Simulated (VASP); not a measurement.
# Mg (Im-3m) in VASP: a series of runs

Mg is run at these levels: PBEsol; tasks: single point.

Everything below comes from runs of VASP 6.6.1. Logs are shortened: lines on timing, memory, paths and dates and some standing lists are left out, and cuts for length are marked.

## (1) The cell of the first run

Symmetry: Im-3m, No. 229, cubic system. The conventional cell has a = 3.546 Å, b = 3.546 Å, c = 3.546 Å, α = 90.00°, β = 90.00°, γ = 90.00°. Within 4.0 Å of Mg (site symmetry m-3m) lie 14 Mg at 3.07 to 3.55 Å.

This isn't the form of Mg at room conditions, which is hcp.

## (2) Single point, PBEsol

INCAR

```
SYSTEM = Mg
PREC = Accurate ; ENCUT = 520
EDIFF = 1E-7 ; ISMEAR = 0
SIGMA = 0.05 ; LREAL = .FALSE.
LASPH = .TRUE. ; NELM = 60
ALGO = Normal ; ISIF = 2
LWAVE = .FALSE. ; LCHARG = .TRUE.
GGA = PS ; LELF = .TRUE.
LVHAR = .TRUE. ; NBANDS = 7
```

KPOINTS

```
regular mesh
0
G
  18 18 18
  0 0 0
```

POSCAR

```
Mg
1.0
   -1.7727644967      1.7727644967      1.7727644967
    1.7727644967     -1.7727644967      1.7727644967
    1.7727644967      1.7727644967     -1.7727644967
Mg
1
Direct
    0.0000000000      0.0000000000      0.0000000000
```

Potentials or basis: VASP PAW PBE potentials, release 64 (Mg).

The run is started by

```bash
$ cat potpaw_PBE.64/Mg/POTCAR > POTCAR
$ mpirun -np 1 vasp_std > vasp.out
```

OUTCAR:

```text
SYSTEM = Mg
   PREC = Accurate
   ENCUT = 520
   EDIFF = 1E-7
   ISMEAR = 0
   LREAL = .FALSE.
   LASPH = .TRUE.
   NELM = 60
   ISIF = 2
   GGA = PS

 ion  position               nearest neighbor table
   1  0.000  0.000  0.000-

  LATTYP: Found a body centered cubic cell.
 ALAT       =     3.5455289934

  Lattice vectors:

 A1 = (  -1.7727644967,   1.7727644967,   1.7727644967)
 A2 = (   1.7727644967,  -1.7727644967,   1.7727644967)
 A3 = (   1.7727644967,   1.7727644967,  -1.7727644967)

Analysis of symmetry for initial positions (statically):
=====================================================================
 Subroutine PRICEL returns:
 Original cell was already a primitive cell.

 Routine SETGRP: Setting up the symmetry group for a
 body centered cubic supercell.

 Subroutine GETGRP returns: Found 48 space group operations
 (whereof 48 operations were pure point group operations)
 out of a pool of 48 trial point group operations.

The static configuration has the point symmetry O_h .

Analysis of symmetry for dynamics (positions and initial velocities):
=====================================================================
 Subroutine PRICEL returns:
 Original cell was already a primitive cell.

 Routine SETGRP: Setting up the symmetry group for a
 body centered cubic supercell.

 Subroutine GETGRP returns: Found 48 space group operations
 (whereof 48 operations were pure point group operations)
 out of a pool of 48 trial point group operations.

The dynamic configuration has the point symmetry O_h .

 Subroutine INISYM returns: Found 48 space group operations
 (whereof 48 operations are pure point group operations),
 and found     1 'primitive' translations

----------------------------------------------------------------------------------------

                                     Primitive cell

  volume of cell :      22.2850

  direct lattice vectors                    reciprocal lattice vectors
    -1.772764497  1.772764497  1.772764497     0.000000000  0.282045360  0.282045360
     1.772764497 -1.772764497  1.772764497     0.282045360  0.000000000  0.282045360
     1.772764497  1.772764497 -1.772764497     0.282045360  0.282045360  0.000000000

  length of vectors
     3.070518178  3.070518178  3.070518178     0.398872373  0.398872373  0.398872373

  position of ions in fractional coordinates (direct lattice)
     0.000000000  0.000000000  0.000000000

  ion indices of the primitive-cell ions
   primitive index   ion index
                 1           1

----------------------------------------------------------------------------------------

 KPOINTS: regular mesh

Automatic generation of k-mesh.
 Grid dimensions read from file:
 generate k-points for:   18   18   18

 Generating k-lattice:

  Cartesian coordinates                     Fractional coordinates (reciprocal lattice)
     0.000000000  0.015669187  0.015669187     0.055555556  0.000000000  0.000000000
     0.015669187  0.000000000  0.015669187     0.000000000  0.055555556  0.000000000
     0.015669187  0.015669187  0.000000000     0.000000000  0.000000000  0.055555556

  Length of vectors
     0.022159576  0.022159576  0.022159576

  Shift w.r.t. Gamma in fractional coordinates (k-lattice)
     0.000000000  0.000000000  0.000000000

 Subroutine IBZKPT returns following result:
 ===========================================

 Found    195 irreducible k-points:

 Following reciprocal coordinates:
            Coordinates               Weight
  0.000000  0.000000  0.000000      1.000000
  0.055556  0.000000  0.000000     12.000000
  0.111111  0.000000  0.000000     12.000000
  0.166667  0.000000  0.000000     12.000000
  0.222222  0.000000  0.000000     12.000000
  0.277778  0.000000  0.000000     12.000000
[... 16 lines left out ...]
  0.333333  0.111111  0.000000     48.000000
  0.388889  0.111111  0.000000     48.000000
 [... further k-points ...]
   k-points           NKPTS =    195   k-points in BZ     NKDIM =    195   number of bands    NBANDS=      7
   number of dos      NEDOS =    301   number of ions     NIONS =      1
   total plane-waves  NPLWV =  13824
   dimension x,y,z NGX =    24 NGY =   24 NGZ =   24
   dimension x,y,z NGXF=    48 NGYF=   48 NGZF=   48
   ions per type =               1
   NGX,Y,Z   is equivalent  to a cutoff of  12.99, 12.99, 12.99 a.u.
   NGXF,Y,Z  is equivalent  to a cutoff of  25.99, 25.99, 25.99 a.u.
 SYSTEM =  Mg
   PREC   = accura    normal or accurate (medium, high low for compatibility)
   ISTART =      0    job   : 0-new  1-cont  2-samecut
   ICHARG =      2    charge: 1-file 2-atom 10-const
   ISPIN  =      1    spin polarized calculation?
   LNONCOLLINEAR =      F non collinear calculations
   LSORBIT =      F    spin-orbit coupling
   LASPH  =      T    aspherical Exc in radial PAW
   ENCUT  =  520.0 eV  38.22 Ry    6.18 a.u.   5.71  5.71  5.71*2*pi/ulx,y,z
   NELM   =     60;   NELMIN=  2; NELMDL= -5     # of ELM steps
   EDIFF  = 0.1E-06   stopping-criterion for ELM
   LREAL  =      F    real-space projection
   EDIFFG = 0.1E-05   stopping-criterion for IOM
   NSW    =      0    number of steps for IOM
   IBRION =     -1    ionic relax: 0-MD 1-quasi-New 2-CG
   NFREE  =      0    steps in history (QN), initial steepest desc. (CG)
   ISIF   =      2    stress and relaxation
   ISYM   =      2    0-nonsym 1-usesym 2-fastsym
   POTIM  = 0.5000    time-step for ionic-motion
   TEBEG  =    0.0;   TEEND  =   0.0 temperature during run
   PSTRESS=    0.0 pullay stress
   NELECT =       2.0000    total number of electrons
   NUPDOWN=      -1.0000    fix difference up-down
   EMIN   =  10.00;   EMAX   =-10.00  energy-range for DOS
   EFERMI =   0.00;   METHOD = LEGACY
   ISMEAR =     0;   SIGMA  =   0.05  broadening in eV -4-tet -1-fermi 0-gaus
   EFERMI_NEDOS =   21; number of points for ismear=-14 and -15
   IALGO  =     38    algorithm
   IMIX   =      4    mixing-type and parameters
     AMIX     =   0.40;   BMIX     =  1.00
     AMIX_MAG =   1.60;   BMIX_MAG =  1.00
  volume/ion in A,a.u.               =      22.29       150.39
  Fermi-wavevector in a.u.,A,eV,Ry     =   0.732960  1.385094  7.309469  0.537231
  Thomas-Fermi vector in A             =   1.825552
   LORBIT       =      0    0 simple, 1 ext, 2 COOP (PROOUT), +10 PAW based schemes
   GGA     = PS    functional components
   LHFCALC =     F    Hartree Fock is set to
   AEXX    =    0.0000 exact exchange contribution
   IVDW    =     0    specifies the selected vdW correction
   LEPSILON=     F    determine dielectric tensor
   LRPA    =     F    only Hartree local field effects (RPA)
 non-spin polarized calculation
 Gauss-broadening in eV      SIGMA  =   0.05
  energy-cutoff  :      520.00
  volume of cell :       22.29
 maximum number of plane-waves:       611
   NGX = 11   NGY = 11   NGZ = 11

 number of electron       2.0000000 magnetization

 Free energy of the ion-electron system (eV)
  ---------------------------------------------------
  ext. energy  EPLUGINS =         0.00000000
  ---------------------------------------------------
  free energy    TOTEN  =        -1.69558608 eV

  energy without entropy =       -1.69493255  energy(sigma->0) =       -1.69525931

 E-fermi :   2.7543     XC(G=0):  -8.6302

 val. band max:        2.7400814531   @ k =  -0.4444   0.5000   0.1111
 cond. band min:       2.7991108786   @ k =  -0.4444   0.4444   0.3333
 fundamental gap:      0.0590294256
 Fermi energy:         2.7543209084

 k-point     1 :       0.0000    0.0000    0.0000
  band No.  band energies     occupation
      1      -4.3065      2.00000
      2      15.9618      0.00000
      3      15.9618      0.00000
      4      15.9618      0.00000
      5      18.0179      0.00000
      6      18.0180      0.00000
      7      18.2671      0.00000

 k-point     2 :       0.0556    0.0000    0.0000
  band No.  band energies     occupation
      1      -4.2324      2.00000
      2      15.0726      0.00000
      3      15.5704      0.00000
      4      15.6060      0.00000
      5      17.2116      0.00000
      6      17.3219      0.00000
      7      18.4013      0.00000

 k-point     3 :       0.1111    0.0000    0.0000
  band No.  band energies     occupation
      1      -4.0104      2.00000
      2      13.2375      0.00000
      3      14.7852      0.00000
      4      14.9374      0.00000
      5      16.2852      0.00000
      6      16.8634      0.00000
      7      18.5930      0.00000

 k-point     4 :       0.1667    0.0000    0.0000
  band No.  band energies     occupation
      1      -3.6415      2.00000
      2      11.2874      0.00000
      3      13.9683      0.00000
      4      14.2693      0.00000
      5      15.4595      0.00000
      6      16.4102      0.00000
      7      18.9437      0.00000

 k-point     5 :       0.2222    0.0000    0.0000
  band No.  band energies     occupation
      1      -3.1276      2.00000
      2       9.3953      0.00000
      3      13.2322      0.00000
      4      13.6798      0.00000
      5      14.7560      0.00000
      6      15.9283      0.00000
      7      19.4585      0.00000

 k-point     6 :       0.2778    0.0000    0.0000
  band No.  band energies     occupation
      1      -2.4711      2.00000
      2       7.5997      0.00000
      3      12.6127      0.00000
      4      13.1902      0.00000
      5      14.1795      0.00000
      6      15.4667      0.00000
      7      20.0096      0.00000

 k-point     7 :       0.3333    0.0000    0.0000
  band No.  band energies     occupation
      1      -1.6752      2.00000
      2       5.9144      0.00000
      3      12.1238      0.00000
      4      12.8073      0.00000
      5      13.7313      0.00000
      6      15.0691      0.00000
      7      20.5913      0.00000
[... 121 lines left out ...]
 k-point    20 :       0.1667    0.1111    0.0000
  band No.  band energies     occupation
      1      -2.9083      2.00000
      2       9.5141      0.00000
      3      10.8647      0.00000
      4      13.3027      0.00000
      5      15.7956      0.00000
      6      17.0317      0.00000
      7      18.8328      0.00000

 k-point    21 :       0.2222    0.1111    0.0000
  band No.  band energies     occupation
      1      -2.2533      2.00000
      2       7.7648      0.00000
      3      10.2375      0.00000
      4      12.7687      0.00000
      5      15.3166      0.00000
      6      17.1982      0.00000
      7      18.7023      0.00000

 k-point    22 :       0.2778    0.1111   -0.0000
  band No.  band energies     occupation
      1      -1.4594      2.00000
      2       6.0996      0.00000
      3       9.7595      0.00000
      4      12.3435      0.00000
      5      14.9002      0.00000
      6      17.1566      0.00000
      7      19.0146      0.00000

 k-point    23 :       0.3333    0.1111    0.0000
  band No.  band energies     occupation
      1      -0.5317      2.00000
      2       4.5445      0.00000
      3       9.4194      0.00000
      4      12.0356      0.00000
      5      14.5898      0.00000
      6      17.0004      0.00000
      7      19.6533      0.00000

 k-point    24 :       0.3889    0.1111    0.0000
  band No.  band energies     occupation
      1       0.5168      2.00000
      2       3.1182      0.00000
      3       9.2154      0.00000
      4      11.8494      0.00000
      5      14.4000      0.00000
      6      16.8727      0.00000
      7      20.4182      0.00000

 [... further k-points ...]

------------------------ aborting loop because EDIFF is reached ----------------------------------------

  FORCE on cell =-STRESS in cart. coord.  units (eV):
  Direction    XX          YY          ZZ          XY          YZ          ZX
  --------------------------------------------------------------------------------------
  -------------------------------------------------------------------------------------
  Total        0.0416845      0.0416845      0.0416845      0.0000000     -0.0000000      0.0000000
  in kB        2.9969017      2.9969017      2.9969017      0.0000000     -0.0000000      0.0000000
  external PRESSURE =       2.9969017 kB  Pullay stress =       0.0000000 kB

 VOLUME and BASIS-vectors are now :
 -----------------------------------------------------------------------------
  energy-cutoff  :      520.00
  volume of cell :       22.29
      direct lattice vectors                 reciprocal lattice vectors
    -1.772764497  1.772764497  1.772764497     0.000000000  0.282045360  0.282045360
     1.772764497 -1.772764497  1.772764497     0.282045360  0.000000000  0.282045360
     1.772764497  1.772764497 -1.772764497     0.282045360  0.282045360  0.000000000

 POSITION                                       TOTAL-FORCE (eV/Angst)
 -----------------------------------------------------------------------------------
      0.00000      0.00000      0.00000        -0.000000     -0.000000     -0.000000
 -----------------------------------------------------------------------------------
    total drift:                                0.000000     -0.000000      0.000000

  FREE ENERGIE OF THE ION-ELECTRON SYSTEM (eV)
  ---------------------------------------------------
  free  energy   TOTEN  =        -1.6955860801 eV

  energy  without entropy=       -1.6949325475  energy(sigma->0) =       -1.69525931
```

Wall time 8.4 s (1 thread of Intel Xeon Platinum 8488C (Sapphire Rapids), shared host); peak memory 0.16 GiB.

Results:

- Free energy: -1.6956 eV
- Pressure: 0.3 GPa
- Band gap on the k mesh: zero (bands 1 and 2 overlap by 4.84 eV)

Caveat: the PAW data sets were made with another functional, which shifts forces and pressure a little.

## (3) Single point, PBEsol (22.37 Å³/atom)

This run uses another cell than the first one, of 22.37 Å³/atom.

INCAR

```
SYSTEM = Mg
  PREC = Accurate
  ENCUT = 520
  EDIFF = 1E-6
  ISMEAR = 0
  SIGMA = 0.05
  LREAL = .False.
  LASPH = .True.
  NELM = 100
  ALGO = Normal
  ISIF = 2
  LWAVE = .False.
  LCHARG = .False.
  GGA = PS
  NBANDS = 7
```

KPOINTS

```
regular mesh
0
Gamma
  18 18 18
  0 0 0
```

POSCAR

```
Mg
1.0
   -1.7751250381      1.7751250381      1.7751250381
    1.7751250381     -1.7751250381      1.7751250381
    1.7751250381      1.7751250381     -1.7751250381
Mg
1
Direct
    0.0000000000      0.0000000000      0.0000000000
```

Potentials or basis: VASP PAW PBE potentials, release 64 (Mg).

The run is started by

```bash
$ cat potpaw_PBE.64/Mg/POTCAR > POTCAR
$ mpirun -np 1 vasp_std > vasp.out
```

OUTCAR:

```text
SYSTEM = Mg
   PREC = Accurate
   ENCUT = 520
   EDIFF = 1E-6
   ISMEAR = 0
   LREAL = .False.
   LASPH = .True.
   NELM = 100
   ISIF = 2
   GGA = PS

 ion  position               nearest neighbor table
   1  0.000  0.000  0.000-

  LATTYP: Found a body centered cubic cell.
 ALAT       =     3.5502500762

  Lattice vectors:

 A1 = (  -1.7751250381,   1.7751250381,   1.7751250381)
 A2 = (   1.7751250381,  -1.7751250381,   1.7751250381)
 A3 = (   1.7751250381,   1.7751250381,  -1.7751250381)
[... 418 lines left out ...]
      7      20.3540      0.00000

 [... further k-points ...]

------------------------ aborting loop because EDIFF is reached ----------------------------------------

  FORCE on cell =-STRESS in cart. coord.  units (eV):
  Direction    XX          YY          ZZ          XY          YZ          ZX
  --------------------------------------------------------------------------------------
  -------------------------------------------------------------------------------------
  Total        0.0206910      0.0206910      0.0206910      0.0000000      0.0000000      0.0000000
  in kB        1.4816493      1.4816493      1.4816493      0.0000000      0.0000000      0.0000000
  external PRESSURE =       1.4816493 kB  Pullay stress =       0.0000000 kB

 VOLUME and BASIS-vectors are now :
 -----------------------------------------------------------------------------
  energy-cutoff  :      520.00
  volume of cell :       22.37
      direct lattice vectors                 reciprocal lattice vectors
    -1.775125038  1.775125038  1.775125038     0.000000000  0.281670299  0.281670299
     1.775125038 -1.775125038  1.775125038     0.281670299  0.000000000  0.281670299
     1.775125038  1.775125038 -1.775125038     0.281670299  0.281670299  0.000000000

 POSITION                                       TOTAL-FORCE (eV/Angst)
 -----------------------------------------------------------------------------------
      0.00000      0.00000      0.00000         0.000000      0.000000      0.000000
 -----------------------------------------------------------------------------------
    total drift:                                0.000000      0.000000      0.000000

  FREE ENERGIE OF THE ION-ELECTRON SYSTEM (eV)
  ---------------------------------------------------
  free  energy   TOTEN  =        -1.6957124916 eV

  energy  without entropy=       -1.6950599824  energy(sigma->0) =       -1.69538624
```

OSZICAR:

```text
N       E                     dE             d eps       ncg     rms          rms(c)
DAV:   1    -0.100865390630E+01   -0.10087E+01   -0.76435E+02  2940   0.193E+02
DAV:   2    -0.170467729979E+01   -0.69602E+00   -0.67382E+00  3675   0.113E+01
DAV:   3    -0.170728504722E+01   -0.26077E-02   -0.26073E-02  3465   0.778E-01
DAV:   4    -0.170728979120E+01   -0.47440E-05   -0.47439E-05  3976   0.238E-02
DAV:   5    -0.170728981262E+01   -0.21417E-07   -0.21381E-07  3465   0.992E-04    0.679E-01
DAV:   6    -0.170111981840E+01    0.61700E-02   -0.33309E-04  3157   0.102E-01    0.432E-01
DAV:   7    -0.169570788173E+01    0.54119E-02   -0.14560E-03  2856   0.189E-01    0.227E-02
DAV:   8    -0.169571240651E+01   -0.45248E-05   -0.11695E-05  4123   0.200E-02    0.532E-03
DAV:   9    -0.169571249160E+01   -0.85084E-07   -0.54168E-07  2891   0.282E-03
   1 F= -.16957125E+01 E0= -.16953862E+01  d E =-.652509E-03
```

Run time: 8.1 s. Hardware: 1 thread of Intel Xeon Platinum 8488C (Sapphire Rapids), shared host; peak memory 0.15 GiB.

What came out:

```
Free energy            : -1.6957 eV
Pressure               : 0.1 GPa
Band gap on the k mesh : zero (bands 1 and 2 overlap by 4.83 eV)
```

Caveat: the PAW data sets were made with another functional, which shifts forces and pressure a little.

## (4) Single point, PBEsol (22.49 Å³/atom)

This run uses another cell than the first one, of 22.49 Å³/atom.

INCAR

```
SYSTEM = Mg
ALGO = Normal ; EDIFF = 1E-6
ENCUT = 520 ; GGA = PS
ISIF = 2 ; ISMEAR = 0
LASPH = .True. ; LCHARG = .False.
LREAL = .False. ; LWAVE = .False.
NBANDS = 7 ; NELM = 100
PREC = Accurate ; SIGMA = 0.05
```

KPOINTS

```
k-points
0
Gamma
  18 18 18
  0 0 0
```

POSCAR

```
Mg
1.0
   -1.7782969184      1.7782969184      1.7782969184
    1.7782969184     -1.7782969184      1.7782969184
    1.7782969184      1.7782969184     -1.7782969184
Mg
1
Direct
    0.0000000000      0.0000000000      0.0000000000
```

The run is started by

```bash
$ cat potpaw_PBE.64/Mg/POTCAR > POTCAR
$ mpirun -np 1 vasp_std > vasp.out
```

It took 8 s on 1 thread of Intel Xeon Platinum 8488C (Sapphire Rapids), shared host; peak memory 0.15 GiB.

It converged, with:

| Quantity | Value |
| --- | --- |
| Free energy | -1.6958 eV |
| Pressure | -0.1 GPa |
| Band gap on the k mesh | zero (bands 1 and 2 overlap by 4.82 eV) |

Levels at points of the mesh, in eV from the Fermi level:
```csv
k point,band 1,band 2,band 3,band 4,band 5,band 6
"(0.00, 0.00, 0.00)",-7.02,13.14,13.14,13.14,15.19,15.19
"(0.50, 0.00, 0.00)",-1.51,-0.90,8.70,9.49,10.34,11.68
"(0.50, 0.50, 0.50)",3.92,3.92,3.92,4.02,4.02,7.75
```

Caveat: the PAW data sets were made with another functional, which shifts forces and pressure a little.

## (5) Summary

```csv
cell,gap on the mesh (eV),pressure (GPa)
"a = 3.071 Å, angles 109.5°, 1 atom",none,0.3
"a = 3.075 Å, angles 109.5°, 1 atom",none,0.1
"a = 3.080 Å, angles 109.5°, 1 atom",none,-0.1
```

Alike in all rows: task single point; level PBEsol; potentials or basis VASP PAW PBE potentials, release 64 (Mg); no spin polarisation; k mesh 18 × 18 × 18; cutoff (eV) 520; smearing gaussian 0.05 eV.

Caveats: the PAW data sets were made with another functional, which shifts forces and pressure a little.

Total energies depend on the potentials used, so only differences within one code and one set of settings carry meaning.
